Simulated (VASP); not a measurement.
A run of VASP 6.6.1 is set up as follows.

Contents of POSCAR:

```
MoRh
1.0
    2.7303889346      0.0000000000      0.0000000000
   -1.3651944673      2.3645861795      0.0000000000
    0.0000000000      0.0000000000      4.3665714011
Mo Rh
1 1
Direct
    0.0000000000      0.0000000000      0.5000000000
    0.3333333333      0.6666666667      0.0000000000
```

Contents of INCAR.step1:

```
SYSTEM = MoRh
  PREC = Accurate
  ENCUT = 520
  ISMEAR = 0
  SIGMA = 0.1
  LREAL = .FALSE.
  LASPH = .TRUE.
  NELM = 100
  NBANDS = 22
  GGA = PE
  ALGO = Normal
  EDIFF = 1E-4
  LWAVE = .TRUE.
  LCHARG = .FALSE.
```

INCAR.step2

```
SYSTEM = MoRh
  PREC = Accurate
  ENCUT = 520
  EDIFF = 1E-7
  ISMEAR = 0
  SIGMA = 0.1
  LREAL = .FALSE.
  LASPH = .TRUE.
  NELM = 100
  ALGO = Normal
  ISIF = 2
  LWAVE = .FALSE.
  LCHARG = .FALSE.
  METAGGA = R2SCAN
  LMIXTAU = .TRUE.
  NBANDS = 22
  ISTART = 1
```

Contents of KPOINTS:

```
regular mesh
0
G
  18 18 10
  0 0 0
```

Potentials or basis: VASP PAW PBE potentials, release 64 (Mo_sv, Rh_pv).

Launch:

```sh
$ cat potpaw_PBE.64/Mo_sv/POTCAR potpaw_PBE.64/Rh_pv/POTCAR > POTCAR
$ cp INCAR.step1 INCAR
$ mpirun -np 1 vasp_std > vasp.out
$ cp INCAR.step2 INCAR
$ mpirun -np 1 vasp_std > vasp.out
```

Question: What does it give for the pressure?

Answer: 10.5 GPa.

Stress tensor (GPa, compression positive):
```
10.45  0.00  0.00
 0.00 10.45  0.00
 0.00  0.00 10.62
```

Caveat: the PAW data sets were made with another functional, which shifts forces and pressure a little.
